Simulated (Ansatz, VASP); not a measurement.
## Two plane-wave programs on K2S

```
K S
1.0
     0.00000    3.73063    3.73063
     3.73063    0.00000    3.73063
     3.73063    3.73063    0.00000
K S
2 1
Direct
  0.25000 0.25000 0.25000
  0.75000 0.75000 0.75000
  0.00000 0.00000 0.00000
```

Alike in both runs: functional PBE; k mesh 6 × 6 × 6; occupations gaussian, width 0.02 eV; no spin polarisation.

Ansatz relaxed the structure, and its values are those at the end. VASP's run is a single point on that final structure, the one shown.

```csv
,VASP,Ansatz
version,VASP 6.6.1,Ansatz 0.2.0
potentials or method,"VASP PAW PBE potentials, release 64 (K_sv, S), cutoff 500 eV","scalar-relativistic, plane waves, PAW"
valence electrons in the cell,24,24
```

```csv
,VASP,Ansatz,Ansatz less VASP
gap on the k mesh at the Fermi level (eV),2.32,2.32,+0.002
least direct gap on the mesh (eV),2.50,2.50,+0.003
pressure (GPa),0.0,0.0,-0.03
```
